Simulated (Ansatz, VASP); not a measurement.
## AlN: VASP beside Ansatz

POSCAR

```
AlN
1.0
   -3.1066653375      0.0000000000      0.0000000000
   -1.5533326688     -2.6904511034      0.0000000000
   -3.4949985048     -2.0178383275      9.9568096770
Al N
4 4
Direct
   -0.3451140050     -0.3451140050      0.9045964511
    0.0298859950      0.0298859950      0.4045964511
    0.5507193283      0.5507193283      0.1545964511
    0.1757193283      0.1757193283      0.6545964511
    0.2617806717      0.2617806717      0.0954035489
   -0.1132193283     -0.1132193283      0.5954035489
    0.4076140050      0.4076140050      0.3454035489
    0.0326140050      0.0326140050      0.8454035489
```

The input INCAR.step1:

```
SYSTEM = AlN
ALGO = Normal ; EDIFF = 1E-4
ENCUT = 520 ; GGA = PE
ISMEAR = 0 ; LASPH = .True.
LCHARG = .False. ; LREAL = .False.
LWAVE = .True. ; NBANDS = 26
NELM = 80 ; PREC = Accurate
SIGMA = 0.05
```

Contents of INCAR.step2:

```
SYSTEM = AlN
ALGO = Normal ; EDIFF = 1E-7
ENCUT = 520 ; ISIF = 2
ISMEAR = 0 ; ISTART = 1
LASPH = .True. ; LCHARG = .False.
LMIXTAU = .True. ; LREAL = .False.
LWAVE = .False. ; METAGGA = R2SCAN
NBANDS = 26 ; NELM = 80
PREC = Accurate ; SIGMA = 0.05
```

KPOINTS

```
k-points
0
Gamma
  8 8 3
  0 0 0
```

Input for Ansatz:

```yaml
crystal:
  lattice:
    - [-3.1066653375, 0.0, 0.0]
    - [-1.5533326688, -2.6904511034, 0.0]
    - [-3.4949985048, -2.0178383275, 9.956809677]
  atoms:
    - { symbol: Al, position: [-0.345114005, -0.345114005, 0.9045964511] }
    - { symbol: Al, position: [0.029885995, 0.029885995, 0.4045964511] }
    - { symbol: Al, position: [0.5507193283, 0.5507193283, 0.1545964511] }
    - { symbol: Al, position: [0.1757193283, 0.1757193283, 0.6545964511] }
    - { symbol: "N", position: [0.2617806717, 0.2617806717, 0.0954035489] }
    - { symbol: "N", position: [-0.1132193283, -0.1132193283, 0.5954035489] }
    - { symbol: "N", position: [0.407614005, 0.407614005, 0.3454035489] }
    - { symbol: "N", position: [0.032614005, 0.032614005, 0.8454035489] }
basis:
  ecutwfc: 500
kpoints:
  mp_grid: { grid: [8, 8, 3] }
hamiltonian:
  xc: r2scan
scf:
  occupations: { method: gaussian, width: 0.05 }
output:
  forces: true
  stress: true
  eigenvalues: true
```

Alike in both runs: task single point; functional r2SCAN; k mesh 8 × 8 × 3; occupations gaussian, width 0.05 eV; no spin polarisation.

|  | VASP | Ansatz |
| --- | --- | --- |
| version | VASP 6.6.1 | Ansatz 0.2.0 |
| potentials or method | VASP PAW PBE potentials, release 64 (Al, N), cutoff 520 eV | scalar-relativistic, plane waves, PAW |
| valence electrons in the cell | 32 | 32 |

Ansatz gave:

```
gap on the k mesh at the Fermi level (eV)                     : 3.64
least direct gap on the mesh (eV)                             : 4.04
pressure (GPa)                                                : -1.5
traceless stress, the component that is largest in VASP (GPa) : 7.66
rms of the force components (eV/Å)                            : 0.525
```

Estimate VASP's values.

gap on the k mesh at the Fermi level (eV): 3.62; least direct gap on the mesh (eV): 4.07; pressure (GPa): -1.9; traceless stress, the component that is largest in VASP (GPa): 7.61; rms of the force components (eV/Å): 0.523.

VASP's potentials were made for PBE, not for r2SCAN. Atom by atom the forces differ by 0.005 eV/Å (rms over components).
